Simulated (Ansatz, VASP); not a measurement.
# One calculation of Rh, two programs

```
Rh
1.0
     0.00000    1.94088    1.94088
     1.94088    0.00000    1.94088
     1.94088    1.94088    0.00000
Rh
1
Direct
  0.00000 0.00000 0.00000
```

Alike in both runs: functional PBE; k mesh 18 × 18 × 18; occupations fermi-dirac, width 0.05 eV; no spin polarisation.

Ansatz relaxed the structure, and its values are those at the end. VASP's run is a single point on that final structure, the one shown.

|  | VASP | Ansatz |
| --- | --- | --- |
| version | VASP 6.6.1 | Ansatz 0.2.0 |
| potentials or method | VASP PAW PBE potentials, release 64 (Rh_pv), cutoff 520 eV | all-electron LAPW, non-relativistic |

|  | VASP | Ansatz | Ansatz less VASP |
| --- | --- | --- | --- |
| pressure (GPa) | -9.3 | 0.0 | +9.30 |

One of these differences is far larger than is usual between the two programs; its cause wasn't traced. Ansatz ran all-electron here, and VASP with PAW potentials.
